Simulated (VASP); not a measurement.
# Ag (Fm-3m) in VASP: notebook

Runs on Ag. Level: HSE06. Tasks: single point.

Everything below comes from runs of VASP 6.6.1. Logs are shortened: lines on timing, memory, paths and dates and some standing lists are left out, and cuts for length are marked.

## Step 1: The cell of the first run

The structure is cubic, space group Fm-3m (No. 225). Conventional cell: a = 4.205 Å, b = 4.205 Å, c = 4.205 Å, α = 90.00°, β = 90.00°, γ = 90.00°. Within 3.9 Å of Ag (site symmetry m-3m) lie 12 Ag at 2.97 Å.

## Step 2: Single point, HSE06

File POSCAR:

```
Ag
1.0
    0.0000000000      2.1023057629      2.1023057629
    2.1023057629      0.0000000000      2.1023057629
    2.1023057629      2.1023057629      0.0000000000
Ag
1
Direct
    0.0000000000      0.0000000000      0.0000000000
```

File INCAR.step1:

```
SYSTEM = Ag
PREC     = Accurate       ! precision mode
ENCUT    = 520            ! plane-wave cutoff, eV
EDIFF    = 1E-5           ! SCF threshold, eV
ISMEAR   = -1             ! smearing method
SIGMA    = 0.1            ! smearing width, eV
LREAL    = .FALSE.        ! projectors in reciprocal space
LASPH    = .TRUE.         ! aspherical terms in the spheres
NELM     = 80             ! most SCF steps
ALGO     = Normal         ! electronic algorithm
ISIF     = 2              ! what is computed and relaxed
LWAVE    = .TRUE.         ! write WAVECAR
LCHARG   = .FALSE.        ! write CHGCAR
GGA      = PE             ! functional
NBANDS   = 12             ! bands
```

File INCAR.step2:

```
SYSTEM = Ag
PREC     = Accurate       ! precision mode
ENCUT    = 520            ! plane-wave cutoff, eV
EDIFF    = 1E-6           ! SCF threshold, eV
ISMEAR   = -1             ! smearing method
SIGMA    = 0.1            ! smearing width, eV
LREAL    = .FALSE.        ! projectors in reciprocal space
LASPH    = .TRUE.         ! aspherical terms in the spheres
NELM     = 80             ! most SCF steps
ALGO     = Normal         ! electronic algorithm
ISIF     = 2              ! what is computed and relaxed
LWAVE    = .FALSE.        ! write WAVECAR
LCHARG   = .FALSE.        ! write CHGCAR
GGA      = PE             ! functional
LHFCALC  = .TRUE.         ! exact exchange
HFSCREEN = 0.2079         ! screening, 1/A
PRECFOCK = Normal       
ISTART   = 1            
NBANDS   = 12             ! bands
```

File KPOINTS:

```
regular mesh
0
G
  6 6 6
  0 0 0
```

Potentials or basis: VASP PAW PBE potentials, release 64 (Ag).

Started as:

```
cat potpaw_PBE.64/Ag/POTCAR > POTCAR
cp INCAR.step1 INCAR
mpirun -np 1 vasp_std > vasp.out
cp INCAR.step2 INCAR
mpirun -np 1 vasp_std > vasp.out
```

OUTCAR:

```text
SYSTEM = Ag
   PREC = Accurate
   ENCUT = 520
   EDIFF = 1E-6
   ISMEAR = -1
   LREAL = .FALSE.
   LASPH = .TRUE.
   NELM = 80
   ISIF = 2
   GGA = PE
   LHFCALC = .TRUE.
   HFSCREEN = 0.2079
   PRECFOCK = Normal
   ISTART = 1

 ion  position               nearest neighbor table
   1  0.000  0.000  0.000-

  LATTYP: Found a face centered cubic cell.
 ALAT       =     4.2046115258

  Lattice vectors:

 A1 = (   0.0000000000,   2.1023057629,   2.1023057629)
 A2 = (   2.1023057629,   0.0000000000,   2.1023057629)
 A3 = (   2.1023057629,   2.1023057629,   0.0000000000)

Analysis of symmetry for initial positions (statically):
=====================================================================
 Subroutine PRICEL returns:
 Original cell was already a primitive cell.

 Routine SETGRP: Setting up the symmetry group for a
 face centered cubic supercell.

 Subroutine GETGRP returns: Found 48 space group operations
 (whereof 48 operations were pure point group operations)
 out of a pool of 48 trial point group operations.

The static configuration has the point symmetry O_h .

Analysis of symmetry for dynamics (positions and initial velocities):
=====================================================================
 Subroutine PRICEL returns:
 Original cell was already a primitive cell.

 Routine SETGRP: Setting up the symmetry group for a
 face centered cubic supercell.

 Subroutine GETGRP returns: Found 48 space group operations
 (whereof 48 operations were pure point group operations)
 out of a pool of 48 trial point group operations.

The dynamic configuration has the point symmetry O_h .

 Subroutine INISYM returns: Found 48 space group operations
 (whereof 48 operations are pure point group operations),
 and found     1 'primitive' translations

----------------------------------------------------------------------------------------

                                     Primitive cell

  volume of cell :      18.5831

  direct lattice vectors                    reciprocal lattice vectors
     0.000000000  2.102305763  2.102305763    -0.237834100  0.237834100  0.237834100
     2.102305763  0.000000000  2.102305763     0.237834100 -0.237834100  0.237834100
     2.102305763  2.102305763  0.000000000     0.237834100  0.237834100 -0.237834100

  length of vectors
     2.973109322  2.973109322  2.973109322     0.411940746  0.411940746  0.411940746

  position of ions in fractional coordinates (direct lattice)
     0.000000000  0.000000000  0.000000000

  ion indices of the primitive-cell ions
   primitive index   ion index
                 1           1

----------------------------------------------------------------------------------------

 KPOINTS: regular mesh

Automatic generation of k-mesh.
 Grid dimensions read from file:
 generate k-points for:    6    6    6

 Generating k-lattice:

  Cartesian coordinates                     Fractional coordinates (reciprocal lattice)
    -0.039639017  0.039639017  0.039639017     0.166666667  0.000000000  0.000000000
     0.039639017 -0.039639017  0.039639017     0.000000000  0.166666667  0.000000000
     0.039639017  0.039639017 -0.039639017     0.000000000  0.000000000  0.166666667

  Length of vectors
     0.068656791  0.068656791  0.068656791

  Shift w.r.t. Gamma in fractional coordinates (k-lattice)
     0.000000000  0.000000000  0.000000000

 Subroutine IBZKPT returns following result:
 ===========================================

 Found     16 irreducible k-points:

 Following reciprocal coordinates:
            Coordinates               Weight
  0.000000  0.000000  0.000000      1.000000
  0.166667  0.000000  0.000000      8.000000
  0.333333  0.000000  0.000000      8.000000
  0.500000  0.000000  0.000000      4.000000
  0.166667  0.166667  0.000000      6.000000
  0.333333  0.166667  0.000000     24.000000
[... 8 lines left out ...]
 -0.333333  0.333333  0.166667     24.000000
 -0.333333  0.500000  0.166667     12.000000
   k-points           NKPTS =     16   k-points in BZ     NKDIM =    216   number of bands    NBANDS=     12
   number of dos      NEDOS =    301   number of ions     NIONS =      1
   total plane-waves  NPLWV =  13824
   dimension x,y,z NGX =    24 NGY =   24 NGZ =   24
   dimension x,y,z NGXF=    48 NGYF=   48 NGZF=   48
   ions per type =               1
   NGX,Y,Z   is equivalent  to a cutoff of  13.42, 13.42, 13.42 a.u.
   NGXF,Y,Z  is equivalent  to a cutoff of  26.84, 26.84, 26.84 a.u.
 SYSTEM =  Ag
   PREC   = accura    normal or accurate (medium, high low for compatibility)
   ISTART =      1    job   : 0-new  1-cont  2-samecut
   ICHARG =      0    charge: 1-file 2-atom 10-const
   ISPIN  =      1    spin polarized calculation?
   LNONCOLLINEAR =      F non collinear calculations
   LSORBIT =      F    spin-orbit coupling
   LASPH  =      T    aspherical Exc in radial PAW
   ENCUT  =  520.0 eV  38.22 Ry    6.18 a.u.   5.53  5.53  5.53*2*pi/ulx,y,z
   NELM   =     80;   NELMIN=  2; NELMDL=  0     # of ELM steps
   EDIFF  = 0.1E-05   stopping-criterion for ELM
   LREAL  =      F    real-space projection
   EDIFFG = 0.1E-04   stopping-criterion for IOM
   NSW    =      0    number of steps for IOM
   IBRION =     -1    ionic relax: 0-MD 1-quasi-New 2-CG
   NFREE  =      0    steps in history (QN), initial steepest desc. (CG)
   ISIF   =      2    stress and relaxation
   ISYM   =      3    0-nonsym 1-usesym 2-fastsym
   POTIM  = 0.5000    time-step for ionic-motion
   TEBEG  =    0.0;   TEEND  =   0.0 temperature during run
   PSTRESS=    0.0 pullay stress
   NELECT =      11.0000    total number of electrons
   NUPDOWN=      -1.0000    fix difference up-down
   EMIN   =  10.00;   EMAX   =-10.00  energy-range for DOS
   EFERMI =   0.00;   METHOD = LEGACY
   ISMEAR =    -1;   SIGMA  =   0.10  broadening in eV -4-tet -1-fermi 0-gaus
   EFERMI_NEDOS =   21; number of points for ismear=-14 and -15
   IALGO  =     38    algorithm
   IMIX   =      1    mixing-type and parameters
     AMIX     =   0.40;   BMIX     =  1.00
     AMIX_MAG =   1.60;   BMIX_MAG =  1.00
  volume/ion in A,a.u.               =      18.58       125.40
  Fermi-wavevector in a.u.,A,eV,Ry     =   1.374569  2.597559 25.707387  1.889440
  Thomas-Fermi vector in A             =   2.499984
   LORBIT       =      0    0 simple, 1 ext, 2 COOP (PROOUT), +10 PAW based schemes
   GGA     = PE    functional components
   LHFCALC =     T    Hartree Fock is set to
   PRECFOCK=normal    Normal, Fast or Accurate (Low or Medium for compatibility)
   ENCUT4O =  -1.0   cutoff for four orbital integrals eV
   NKREDX  =     1    reduce k-point grid by
   NKREDY  =     1    reduce k-point grid by
   NKREDZ  =     1    reduce k-point grid by
   AEXX    =    0.2500 exact exchange contribution
   HFSCREEN=    0.2079 screening length (either q_TF or 0.3 A-1)
   HFSCREENC=   0.2079 screening length for correlation (either q_TF or 0.3 A-1)
   ENCUTFOCK=  -1.0 apply spherical cutoff to Coloumb kernel
   IVDW    =     0    specifies the selected vdW correction
   LEPSILON=     F    determine dielectric tensor
   LRPA    =     F    only Hartree local field effects (RPA)
 non-spin polarized calculation
  energy-cutoff  :      520.00
  volume of cell :       18.58
 maximum number of plane-waves:       531
 NGX is ok and might be reduce to    24
  NGX = 18; NGY = 18; NGZ = 18

 number of electron      11.0000002 magnetization

 Free energy of the ion-electron system (eV)
  ---------------------------------------------------
  ext. energy  EPLUGINS =         0.00000000
  ---------------------------------------------------
  free energy    TOTEN  =        -2.78108852 eV

  energy without entropy =       -2.76541436  energy(sigma->0) =       -2.77325144

 E-fermi :   6.9228     XC(G=0):  -9.5565

 val. band max:        6.8106798276   @ k =   0.5000   0.3333   0.1667
 cond. band min:       7.0206172598   @ k =   0.5000   0.0000   0.0000
 fundamental gap:      0.2099374323
 Fermi energy:         6.9227993954

 k-point     1 :       0.0000    0.0000    0.0000
  band No.  band energies     occupation
      1      -0.8492      2.00000
      2       1.3325      2.00000
      3       1.3325      2.00000
      4       1.3325      2.00000
      5       2.2521      2.00000
      6       2.2521      2.00000
      7      23.8823      0.00000
      8      27.1581      0.00000
      9      27.1581      0.00000
     10      27.1581      0.00000
     11      31.5938      0.00000
     12      32.5648      0.00000

 k-point     2 :       0.1667    0.0000    0.0000
  band No.  band energies     occupation
      1      -0.0479      2.00000
      2       1.3212      2.00000
      3       1.4970      2.00000
      4       1.4970      2.00000
      5       2.2398      2.00000
      6       2.2398      2.00000
      7      21.7744      0.00000
      8      24.6644      0.00000
      9      27.2085      0.00000
     10      27.2085      0.00000
     11      30.3072      0.00000
     12      31.6753      0.00000

 k-point     3 :       0.3333    0.0000    0.0000
  band No.  band energies     occupation
      1       0.1821      2.00000
      2       1.4312      2.00000
      3       1.4312      2.00000
      4       2.6833      2.00000
      5       2.6833      2.00000
      6       3.6563      2.00000
      7      15.3813      0.00000
      8      23.7369      0.00000
      9      26.2942      0.00000
     10      26.2942      0.00000
     11      30.1650      0.00000
     12      30.1650      0.00000
[... 166 lines left out ...]
 k-point    15 :      -0.3333    0.3333    0.1667
  band No.  band energies     occupation
      1       0.7618      2.00000
      2       0.8691      2.00000
      3       1.4706      2.00000
      4       2.1888      2.00000
      5       3.0204      2.00000
      6      10.9936      0.00000
      7      11.7775      0.00000
      8      17.6861      0.00000
      9      18.2362      0.00000
     10      27.3769      0.00000
     11      30.3938      0.00000
     12      34.9563      0.00000

 k-point    16 :      -0.3333    0.5000    0.1667
  band No.  band energies     occupation
      1       0.3578      2.00000
      2       0.5093      2.00000
      3       1.9976      2.00000
      4       2.5218      2.00000
      5       3.2545      2.00000
      6      11.4072      0.00000
      7      14.2993      0.00000
      8      15.5078      0.00000
      9      16.1672      0.00000
     10      27.5070      0.00000
     11      29.0551      0.00000
     12      33.2638      0.00000

------------------------ aborting loop because EDIFF is reached ----------------------------------------

  FORCE on cell =-STRESS in cart. coord.  units (eV):
  Direction    XX          YY          ZZ          XY          YZ          ZX
  --------------------------------------------------------------------------------------
  -------------------------------------------------------------------------------------
  Total       -0.2721895     -0.2721895     -0.2721895     -0.0000000     -0.0000000      0.0000000
  in kB      -23.4673635    -23.4673635    -23.4673635     -0.0000000     -0.0000000      0.0000000
  external PRESSURE =     -23.4673635 kB  Pullay stress =       0.0000000 kB

 VOLUME and BASIS-vectors are now :
 -----------------------------------------------------------------------------
  energy-cutoff  :      520.00
  volume of cell :       18.58
      direct lattice vectors                 reciprocal lattice vectors
     0.000000000  2.102305763  2.102305763    -0.237834100  0.237834100  0.237834100
     2.102305763  0.000000000  2.102305763     0.237834100 -0.237834100  0.237834100
     2.102305763  2.102305763  0.000000000     0.237834100  0.237834100 -0.237834100

 POSITION                                       TOTAL-FORCE (eV/Angst)
 -----------------------------------------------------------------------------------
      0.00000      0.00000      0.00000         0.000000      0.000000     -0.000000
 -----------------------------------------------------------------------------------
    total drift:                                0.000000      0.000000      0.000000

  FREE ENERGIE OF THE ION-ELECTRON SYSTEM (eV)
  ---------------------------------------------------
  free  energy   TOTEN  =        -2.7810885159 eV

  energy  without entropy=       -2.7654143616  energy(sigma->0) =       -2.77325144
```

It took 8.2 min on 1 thread of Intel Xeon Platinum 8488C (Sapphire Rapids), shared host; peak memory 0.24 GiB.

What came out:

```
Free energy            : -2.7811 eV
Pressure               : -2.3 GPa
Band gap on the k mesh : zero (an odd number of electrons rules out a gap without spin polarisation)
```

Caveat: the k points lie up to 0.43 Å⁻¹ apart, too coarse for converged energies and pressures of a metal; the PAW data sets were made with another functional, which shifts forces and pressure a little.

## Step 3: Single point, HSE06

This run uses another cell than the first one, of 17.51 Å³/atom.

File POSCAR:

```
Ag
1.0
    0.0000000000      2.0610734059      2.0610734059
    2.0610734059      0.0000000000      2.0610734059
    2.0610734059      2.0610734059      0.0000000000
Ag
1
Direct
    0.0000000000      0.0000000000      0.0000000000
```

File INCAR.step1:

```
SYSTEM = Ag
  PREC = Accurate
  ENCUT = 520
  EDIFF = 1E-5
  ISMEAR = -1
  SIGMA = 0.1
  LREAL = .FALSE.
  LASPH = .TRUE.
  NELM = 80
  ALGO = Normal
  ISIF = 2
  LWAVE = .TRUE.
  LCHARG = .FALSE.
  NBANDS = 12
  GGA = PE
```

File INCAR.step2:

```
SYSTEM = Ag
  PREC = Accurate
  ENCUT = 520
  EDIFF = 1E-6
  ISMEAR = -1
  SIGMA = 0.1
  LREAL = .FALSE.
  LASPH = .TRUE.
  NELM = 80
  ALGO = Normal
  ISIF = 2
  LWAVE = .FALSE.
  LCHARG = .FALSE.
  GGA = PE
  LHFCALC = .TRUE.
  HFSCREEN = 0.2079
  PRECFOCK = Normal
  NBANDS = 12
  ISTART = 1
```

File KPOINTS:

```
Automatic mesh
0
G
  6 6 6
  0 0 0
```

Potentials or basis: VASP PAW PBE potentials, release 64 (Ag).

Started as:

```
cat potpaw_PBE.64/Ag/POTCAR > POTCAR
cp INCAR.step1 INCAR
mpirun -np 1 vasp_std > vasp.out
cp INCAR.step2 INCAR
mpirun -np 1 vasp_std > vasp.out
```

OUTCAR:

```text
SYSTEM = Ag
   PREC = Accurate
   ENCUT = 520
   EDIFF = 1E-6
   ISMEAR = -1
   LREAL = .FALSE.
   LASPH = .TRUE.
   NELM = 80
   ISIF = 2
   GGA = PE
   LHFCALC = .TRUE.
   HFSCREEN = 0.2079
   PRECFOCK = Normal
   ISTART = 1

 ion  position               nearest neighbor table
   1  0.000  0.000  0.000-

  LATTYP: Found a face centered cubic cell.
 ALAT       =     4.1221468118

[... 418 lines left out ...]
      8      16.5794      0.00000
      9      17.2674      0.00000
     10      28.9222      0.00000
     11      30.7199      0.00000
     12      34.7046      0.00000

------------------------ aborting loop because EDIFF is reached ----------------------------------------

  FORCE on cell =-STRESS in cart. coord.  units (eV):
  Direction    XX          YY          ZZ          XY          YZ          ZX
  --------------------------------------------------------------------------------------
  -------------------------------------------------------------------------------------
  Total        0.2376876      0.2376876      0.2376876     -0.0000000     -0.0000000     -0.0000000
  in kB       21.7473656     21.7473656     21.7473656     -0.0000000     -0.0000000     -0.0000000
  external PRESSURE =      21.7473656 kB  Pullay stress =       0.0000000 kB

 VOLUME and BASIS-vectors are now :
 -----------------------------------------------------------------------------
  energy-cutoff  :      520.00
  volume of cell :       17.51
      direct lattice vectors                 reciprocal lattice vectors
     0.000000000  2.061073406  2.061073406    -0.242592039  0.242592039  0.242592039
     2.061073406  0.000000000  2.061073406     0.242592039 -0.242592039  0.242592039
     2.061073406  2.061073406  0.000000000     0.242592039  0.242592039 -0.242592039

 POSITION                                       TOTAL-FORCE (eV/Angst)
 -----------------------------------------------------------------------------------
      0.00000      0.00000      0.00000         0.000000      0.000000      0.000000
 -----------------------------------------------------------------------------------
    total drift:                                0.000009      0.000012      0.000012

  FREE ENERGIE OF THE ION-ELECTRON SYSTEM (eV)
  ---------------------------------------------------
  free  energy   TOTEN  =        -2.7815646492 eV

  energy  without entropy=       -2.7642967263  energy(sigma->0) =       -2.77293069
```

OSZICAR.step1:

```text
N       E                     dE             d eps       ncg     rms          rms(c)
DAV:   1     0.514299323000E+02    0.51430E+02   -0.56122E+03   384   0.833E+02
DAV:   2    -0.197809125573E+01   -0.53408E+02   -0.50298E+02   452   0.195E+02
DAV:   3    -0.290406871919E+01   -0.92598E+00   -0.92560E+00   448   0.261E+01
DAV:   4    -0.290677300728E+01   -0.27043E-02   -0.27042E-02   456   0.151E+00
DAV:   5    -0.290679412167E+01   -0.21114E-04   -0.21114E-04   452   0.118E-01    0.498E+00
DAV:   6    -0.267013928573E+01    0.23665E+00   -0.93751E-01   420   0.860E+00    0.326E+00
DAV:   7    -0.266283996970E+01    0.72993E-02   -0.89180E-03   432   0.885E-01    0.185E+00
DAV:   8    -0.266015550450E+01    0.26845E-02   -0.67672E-04   436   0.199E-01    0.907E-02
DAV:   9    -0.266016159931E+01   -0.60948E-05   -0.66619E-06   380   0.192E-02
   1 F= -.26601616E+01 E0= -.26511709E+01  d E =-.179815E-01
```

Wall time 5.5 min (1 thread of Intel Xeon 6975P-C (Granite Rapids), shared host); peak memory 0.25 GiB.

Results:

- Free energy: -2.7816 eV
- Pressure: 2.2 GPa
- Band gap on the k mesh: zero (an odd number of electrons rules out a gap without spin polarisation)

Caveat: the k points lie up to 0.44 Å⁻¹ apart, too coarse for converged energies and pressures of a metal; the PAW data sets were made with another functional, which shifts forces and pressure a little.

[end of part 1 of 2]
